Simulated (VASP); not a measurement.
# MgS (I4/mmm) in VASP: further runs

The runs below take MgS through single point, with PBE, r2SCAN, HSE06.

Everything below comes from runs of VASP 6.6.1. Logs are shortened: lines on timing, memory, paths and dates and some standing lists are left out, and cuts for length are marked.

**1. The cell of the first run**

The structure is tetragonal, space group I4/mmm (No. 139). The conventional cell has a = 3.679 Å, b = 3.679 Å, c = 4.912 Å, α = 90.00°, β = 90.00°, γ = 90.00°. Mg (site symmetry 4/mmm) has 6 S at 2.46 to 2.60 Å within 3.2 Å. Within 3.2 Å of S (site symmetry 4/mmm) lie 6 Mg at 2.46 to 2.60 Å.

**2. Single point, PBE (uniaxial x strain -5.6%)**

Contents of INCAR:

```
SYSTEM = MgS
PREC = Accurate
ENCUT = 520
EDIFF = 1E-6
ISMEAR = -1
SIGMA = 0.02
LREAL = .FALSE.
LASPH = .TRUE.
NELM = 100
ALGO = Normal
ISIF = 2
LWAVE = .FALSE.
LCHARG = .FALSE.
GGA = PE
NBANDS = 11
```

Contents of KPOINTS:

```
regular mesh
0
G
  8 8 8
  0 0 0
```

Contents of POSCAR:

```
MgS
1.0
    0.0000000000      2.6015177400      2.6015177400
    2.4558327466      0.0000000000      2.6015177400
    2.4558327466      2.6015177400      0.0000000000
Mg S
1 1
Direct
    0.0000000000      0.0000000000      0.0000000000
    0.5000000000      0.5000000000      0.5000000000
```

Potentials or basis: VASP PAW PBE potentials, release 64 (Mg, S).

Run with:

```
cat potpaw_PBE.64/Mg/POTCAR potpaw_PBE.64/S/POTCAR > POTCAR
mpirun -np 1 vasp_std > vasp.out
```

OUTCAR:

```text
SYSTEM = MgS
   PREC = Accurate
   ENCUT = 520
   EDIFF = 1E-6
   ISMEAR = -1
   LREAL = .FALSE.
   LASPH = .TRUE.
   NELM = 100
   ISIF = 2
   GGA = PE

 ion  position               nearest neighbor table
   1  0.000  0.000  0.000-   2 2.46   2 2.46   2 2.60   2 2.60   2 2.60   2 2.60
   2  0.500  0.500  0.500-   1 2.46   1 2.46   1 2.60   1 2.60   1 2.60   1 2.60

  LATTYP: Found a body centered tetragonal cell.
 ALAT       =     3.6791016707
 C/A-ratio  =     1.3350176029

  Lattice vectors:

 A1 = (  -2.4558327466,   0.0000000000,  -2.6015177400)
 A2 = (  -2.4558327466,   0.0000000000,   2.6015177400)
 A3 = (   2.4558327466,   2.6015177400,   0.0000000000)

Analysis of symmetry for initial positions (statically):
=====================================================================
 Subroutine PRICEL returns:
 Original cell was already a primitive cell.

 Routine SETGRP: Setting up the symmetry group for a
 body centered tetragonal supercell.

 Subroutine GETGRP returns: Found 16 space group operations
 (whereof 16 operations were pure point group operations)
 out of a pool of 16 trial point group operations.

The static configuration has the point symmetry D_4h.

Analysis of symmetry for dynamics (positions and initial velocities):
=====================================================================
 Subroutine PRICEL returns:
 Original cell was already a primitive cell.

 Routine SETGRP: Setting up the symmetry group for a
 body centered tetragonal supercell.

 Subroutine GETGRP returns: Found 16 space group operations
 (whereof 16 operations were pure point group operations)
 out of a pool of 16 trial point group operations.

The dynamic configuration has the point symmetry D_4h.

 Subroutine INISYM returns: Found 16 space group operations
 (whereof 16 operations are pure point group operations),
 and found     1 'primitive' translations

----------------------------------------------------------------------------------------

                                     Primitive cell

  volume of cell :      33.2416

  direct lattice vectors                    reciprocal lattice vectors
     0.000000000  2.601517740  2.601517740    -0.203596927  0.192195499  0.192195499
     2.455832747  0.000000000  2.601517740     0.203596927 -0.192195499  0.192195499
     2.455832747  2.601517740  0.000000000     0.203596927  0.192195499 -0.192195499

  length of vectors
     3.679101671  3.577570269  3.577570269     0.339602603  0.339602603  0.339602603

[... 86 lines left out ...]
   ISIF   =      2    stress and relaxation
   ISYM   =      2    0-nonsym 1-usesym 2-fastsym
   POTIM  = 0.5000    time-step for ionic-motion
   TEBEG  =    0.0;   TEEND  =   0.0 temperature during run
   PSTRESS=    0.0 pullay stress
   NELECT =       8.0000    total number of electrons
   NUPDOWN=      -1.0000    fix difference up-down
   EMIN   =  10.00;   EMAX   =-10.00  energy-range for DOS
   EFERMI =   0.00;   METHOD = LEGACY
   ISMEAR =    -1;   SIGMA  =   0.02  broadening in eV -4-tet -1-fermi 0-gaus
   EFERMI_NEDOS =   21; number of points for ismear=-14 and -15
   IALGO  =     38    algorithm
   IMIX   =      4    mixing-type and parameters
     AMIX     =   0.40;   BMIX     =  1.00
     AMIX_MAG =   1.60;   BMIX_MAG =  1.00
  volume/ion in A,a.u.               =      16.62       112.16
  Fermi-wavevector in a.u.,A,eV,Ry     =   1.018304  1.924315 14.108461  1.036943
  Thomas-Fermi vector in A             =   2.151754
   LORBIT       =      0    0 simple, 1 ext, 2 COOP (PROOUT), +10 PAW based schemes
   GGA     = PE    functional components
   LHFCALC =     F    Hartree Fock is set to
   AEXX    =    0.0000 exact exchange contribution
   IVDW    =     0    specifies the selected vdW correction
   LEPSILON=     F    determine dielectric tensor
   LRPA    =     F    only Hartree local field effects (RPA)
 non-spin polarized calculation
  energy-cutoff  :      520.00
  volume of cell :       33.24
 maximum number of plane-waves:       925
   NGX = 13   NGY = 13   NGZ = 13

 number of electron       8.0000000 magnetization

 Free energy of the ion-electron system (eV)
  ---------------------------------------------------
  ext. energy  EPLUGINS =         0.00000000
  ---------------------------------------------------
  free energy    TOTEN  =        -8.42621755 eV

  energy without entropy =       -8.42621755  energy(sigma->0) =       -8.42621755

 E-fermi :   4.8139     XC(G=0):  -9.9242

 val. band max:        4.3387810208   @ k =   0.0000   0.0000   0.0000
 cond. band min:       6.9809350037   @ k =   0.0000   0.5000   0.5000
 fundamental gap:      2.6421539829
 Fermi energy:         4.8139017791

 k-point     1 :       0.0000    0.0000    0.0000
  band No.  band energies     occupation
      1      -8.7621      2.00000
      2       4.0672      2.00000
      3       4.3388      2.00000
      4       4.3388      2.00000
      5       8.4303      0.00000
      6      11.9811      0.00000
      7      11.9811      0.00000
      8      12.5988      0.00000
      9      14.2484      0.00000
     10      15.0558      0.00000
     11      16.9568      0.00000
[... 309 lines left out ...]
 k-point    24 :       0.3750    0.1250    0.1250
  band No.  band energies     occupation
      1      -7.8688      2.00000
      2       0.8942      2.00000
      3       2.9063      2.00000
      4       3.8221      2.00000
      5      10.0973      0.00000
      6      11.5606      0.00000
      7      11.7986      0.00000
      8      12.7816      0.00000
      9      14.0914      0.00000
     10      17.2252      0.00000
     11      18.1800      0.00000

 [... further k-points ...]

------------------------ aborting loop because EDIFF is reached ----------------------------------------

  FORCE on cell =-STRESS in cart. coord.  units (eV):
  Direction    XX          YY          ZZ          XY          YZ          ZX
  --------------------------------------------------------------------------------------
  -------------------------------------------------------------------------------------
  Total        2.6099443      0.7483944      0.7483944     -0.0000000      0.0000000     -0.0000000
  in kB      125.7938614     36.0710490     36.0710490     -0.0000000      0.0000000     -0.0000000
  external PRESSURE =      65.9786531 kB  Pullay stress =       0.0000000 kB

 VOLUME and BASIS-vectors are now :
 -----------------------------------------------------------------------------
  energy-cutoff  :      520.00
  volume of cell :       33.24
      direct lattice vectors                 reciprocal lattice vectors
     0.000000000  2.601517740  2.601517740    -0.203596927  0.192195499  0.192195499
     2.455832747  0.000000000  2.601517740     0.203596927 -0.192195499  0.192195499
     2.455832747  2.601517740  0.000000000     0.203596927  0.192195499 -0.192195499

 POSITION                                       TOTAL-FORCE (eV/Angst)
 -----------------------------------------------------------------------------------
      0.00000      0.00000      0.00000        -0.000000      0.000000     -0.000000
      2.45583      2.60152      2.60152         0.000000      0.000000      0.000000
 -----------------------------------------------------------------------------------
    total drift:                                0.000000      0.000000      0.000000

  FREE ENERGIE OF THE ION-ELECTRON SYSTEM (eV)
  ---------------------------------------------------
  free  energy   TOTEN  =        -8.4262175534 eV

  energy  without entropy=       -8.4262175534  energy(sigma->0) =       -8.42621755
```

OSZICAR:

```text
N       E                     dE             d eps       ncg     rms          rms(c)
DAV:   1     0.199588370314E+02    0.19959E+02   -0.36399E+03  1378   0.597E+02
DAV:   2    -0.758579764339E+01   -0.27545E+02   -0.25924E+02  1674   0.987E+01
DAV:   3    -0.881014150648E+01   -0.12243E+01   -0.12222E+01  1611   0.215E+01
DAV:   4    -0.881712784291E+01   -0.69863E-02   -0.69860E-02  1558   0.195E+00
DAV:   5    -0.881718438839E+01   -0.56545E-04   -0.56545E-04  1646   0.170E-01    0.471E+00
DAV:   6    -0.846666951126E+01    0.35051E+00   -0.72133E-01  1457   0.344E+00    0.370E+00
DAV:   7    -0.842606703924E+01    0.40602E-01   -0.22146E-01  1523   0.208E+00    0.240E+00
DAV:   8    -0.842646455713E+01   -0.39752E-03   -0.13546E-02  1454   0.709E-01    0.106E+00
DAV:   9    -0.842620539125E+01    0.25917E-03   -0.77211E-04  1496   0.164E-01    0.333E-01
DAV:  10    -0.842622056404E+01   -0.15173E-04   -0.19047E-04  1554   0.650E-02    0.375E-02
DAV:  11    -0.842621748855E+01    0.30755E-05   -0.18587E-05  1517   0.194E-02    0.121E-02
DAV:  12    -0.842621755336E+01   -0.64803E-07   -0.73289E-07   999   0.554E-03
   1 F= -.84262176E+01 E0= -.84262176E+01  d E =-.187006E-12
```

Run time: 12 s. Hardware: 1 thread of Intel Xeon Platinum 8559C (Emerald Rapids), shared host; peak memory 0.16 GiB.

Results:

```yaml
Free_energy: -8.4262 eV
Pressure: 6.6 GPa
Band_gap_on_the_k_mesh: 2.64 eV (least direct gap 4.09 eV)
```

Stress tensor (GPa, compression positive):
```
12.58  0.00  0.00
 0.00  3.61  0.00
 0.00  0.00  3.61
```

Levels at points of the mesh, in eV from the valence-band top:
```tsv
k point	band 1	band 2	band 3	band 4	band 5	band 6	band 7	band 8
(0.00, 0.00, 0.00)	-13.10	-0.27	0.00	0.00	4.09	7.64	7.64	8.26
(0.50, 0.00, 0.00)	-11.64	-5.23	-0.84	-0.67	4.50	6.57	7.31	10.69
(0.50, 0.50, 0.00)	-11.30	-4.62	-2.05	-1.55	2.95	4.22	12.28	12.78
(0.00, 0.50, 0.50)	-11.08	-4.52	-2.09	-2.09	2.64	3.99	12.87	13.02
```

Caveat: the cell differs from its parent crystal (uniaxial x strain -5.6%); the stress differs along the axes, from 4 to 13 GPa. A k mesh can miss the band edges.

**3. Single point, r2SCAN (uniaxial x strain -5.6%)**

POSCAR is that of step 2.

Contents of INCAR.step1:

```
PREC     = Accurate       # precision mode
ENCUT    = 520            # plane-wave cutoff, eV
ISMEAR   = 0              # smearing method
SIGMA    = 0.01           # smearing width, eV
LREAL    = False          # projectors in reciprocal space
LASPH    = True           # aspherical terms in the spheres
NELM     = 100            # most SCF steps
NBANDS   = 11             # bands
GGA      = PE             # functional
ALGO     = Normal         # electronic algorithm
EDIFF    = 1E-4           # SCF threshold, eV
LWAVE    = True           # write WAVECAR
LCHARG   = False          # write CHGCAR
```

Contents of INCAR.step2:

```
PREC     = Accurate       # precision mode
ENCUT    = 520            # plane-wave cutoff, eV
EDIFF    = 1E-6           # SCF threshold, eV
ISMEAR   = 0              # smearing method
SIGMA    = 0.01           # smearing width, eV
LREAL    = False          # projectors in reciprocal space
LASPH    = True           # aspherical terms in the spheres
NELM     = 100            # most SCF steps
ALGO     = Normal         # electronic algorithm
ISIF     = 2              # what is computed and relaxed
LWAVE    = False          # write WAVECAR
LCHARG   = False          # write CHGCAR
METAGGA  = R2SCAN         # meta-GGA
LMIXTAU  = True         
NBANDS   = 11             # bands
ISTART   = 1
```

Contents of KPOINTS:

```
regular mesh
0
Gamma
  8 8 8
```

Potentials or basis: VASP PAW PBE potentials, release 64 (Mg, S).

Run with:

```
cat potpaw_PBE.64/Mg/POTCAR potpaw_PBE.64/S/POTCAR > POTCAR
cp INCAR.step1 INCAR
mpirun -np 1 vasp_std > vasp.out
cp INCAR.step2 INCAR
mpirun -np 1 vasp_std > vasp.out
```

Wall time 52 s (1 thread of Intel Xeon Platinum 8559C (Emerald Rapids), shared host); peak memory 0.18 GiB.

Results (log left out):

```yaml
Free_energy: -15.4508 eV
Pressure: 5.3 GPa
Band_gap_on_the_k_mesh: 3.29 eV (least direct gap 5.02 eV)
```

Stress tensor (GPa, compression positive):
```
11.37  0.00  0.00
 0.00  2.31  0.00
 0.00  0.00  2.31
```

Levels at points of the mesh, in eV from the valence-band top:
```csv
k point,band 2,band 3,band 4,band 5,band 6,band 7
"(0.00, 0.00, 0.00)",-0.27,0.00,0.00,5.02,8.21,8.21
"(0.50, 0.00, 0.00)",-5.29,-0.88,-0.70,5.16,7.15,7.92
"(0.50, 0.50, 0.00)",-4.70,-2.11,-1.59,3.62,4.74,13.45
"(0.00, 0.50, 0.50)",-4.61,-2.14,-2.14,3.29,4.52,13.70
```

Caveat: the cell differs from its parent crystal (uniaxial x strain -5.6%); the stress differs along the axes, from 2 to 11 GPa; the PAW data sets were made with another functional, which shifts forces and pressure a little.

**4. Single point, HSE06 (uniaxial x strain -5.6%)**

POSCAR is that of step 3.

Contents of INCAR.step1:

```
PREC = Accurate
ENCUT = 520
EDIFF = 1E-5
ISMEAR = 0
SIGMA = 0.01
LREAL = F
LASPH = T
NELM = 60
ALGO = Normal
ISIF = 2
LWAVE = T
LCHARG = F
GGA = PE
NBANDS = 11
```

Contents of INCAR.step2:

```
PREC = Accurate
ENCUT = 520
EDIFF = 1E-7
ISMEAR = 0
SIGMA = 0.01
LREAL = F
LASPH = T
NELM = 60
ALGO = Normal
ISIF = 2
LWAVE = F
LCHARG = F
GGA = PE
LHFCALC = T
HFSCREEN = 0.2079
PRECFOCK = Normal
ISTART = 1
NBANDS = 11
```

Contents of KPOINTS:

```
regular mesh
0
Gamma
  6 6 6
```

Run with:

```
cat potpaw_PBE.64/Mg/POTCAR potpaw_PBE.64/S/POTCAR > POTCAR
cp INCAR.step1 INCAR
mpirun -np 1 vasp_std > vasp.out
cp INCAR.step2 INCAR
mpirun -np 1 vasp_std > vasp.out
```

It took 11 min on 1 thread of Intel Xeon Platinum 8559C (Emerald Rapids), shared host; peak memory 0.28 GiB.

The run converged. Its results:

```yaml
Free_energy: -9.8314 eV
Pressure: 5.0 GPa
Band_gap_on_the_k_mesh: 3.61 eV (least direct gap 5.20 eV)
```

Stress tensor (GPa, compression positive):
```
10.93  0.00  0.00
 0.00  2.07  0.00
 0.00  0.00  2.07
```

Levels at points of the mesh, in eV from the valence-band top:
```tsv
k point	band 1	band 2	band 3	band 4	band 5	band 6	band 7	band 8
(0.00, 0.00, 0.00)	-14.43	-0.31	0.00	0.00	5.20	8.79	8.79	9.42
(0.50, 0.00, 0.00)	-12.84	-5.71	-0.92	-0.74	5.50	7.70	8.49	12.17
(0.50, 0.50, 0.00)	-12.46	-5.06	-2.26	-1.70	3.94	5.16	13.82	14.30
(0.00, 0.50, 0.50)	-12.21	-4.96	-2.29	-2.29	3.61	4.91	14.40	14.55
```

Caveat: the cell differs from its parent crystal (uniaxial x strain -5.6%); the stress differs along the axes, from 2 to 11 GPa; the PAW data sets were made with another functional, which shifts forces and pressure a little.

**5. Overview**

| level | k mesh | smearing | grid for exact exchange (PRECFOCK) | share of exact exchange | screening parameter | gap on the mesh (eV) | pressure (GPa) |
| --- | --- | --- | --- | --- | --- | --- | --- |
| PBE | 8 × 8 × 8 | fermi-dirac 0.02 eV | - | - | - | 2.64 | 6.6 |
| r2SCAN | 8 × 8 × 8 | gaussian 0.01 eV | - | - | - | 3.29 | 5.3 |
| HSE06 | 6 × 6 × 6 | gaussian 0.01 eV | Normal | 0.25 | 0.2079 1/Å | 3.61 | 5.0 |

Alike in all rows: task single point; potentials or basis VASP PAW PBE potentials, release 64 (Mg, S); no spin polarisation; cell as given; cutoff (eV) 520.

Caveats: the stress differs along the axes, from 2 to 11 GPa (at least some runs); the PAW data sets were made with another functional, which shifts forces and pressure a little (at least some runs); the stress differs along the axes, from 4 to 13 GPa (at least some runs).

Absolute energies hang on the potentials; compare differences alone.
